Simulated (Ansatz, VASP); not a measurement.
Hg in VASP and in Ansatz

```
Hg
1.0
     3.46181    0.00000    0.00000
    -1.73090    2.99802    0.00000
     0.00000    0.00000    5.48755
Hg
2
Direct
  0.66667 0.33333 0.75000
  0.33333 0.66667 0.25000
```

Alike in both runs: task single point; functional PBE; k mesh 6 × 6 × 4; occupations gaussian, width 0.1 eV; no spin polarisation.

```csv
,VASP,Ansatz
version,VASP 6.6.1,Ansatz 0.2.0
potentials or method,"VASP PAW PBE potentials, release 64 (Hg), cutoff 520 eV","scalar-relativistic, plane waves, PAW"
valence electrons in the cell,24,40
```

|  | VASP | Ansatz | Ansatz less VASP |
| --- | --- | --- | --- |
| gap on the k mesh at the Fermi level (eV) | none | none | - |
| pressure (GPa) | 1.3 | 1.2 | -0.10 |
| traceless stress, the component that is largest in VASP (GPa) | 0.19 | 0.17 | -0.013 |

A gap of «none» marks a metal or a gap that the smearing closes. VASP's potentials hold 24 valence electrons a cell and Ansatz's 40, so a difference there can come from the potentials and not from the codes. Ansatz's warnings: force scf threshold loose, published levels not confirmed, stress scf threshold loose.

Spin-orbit coupling is off throughout.
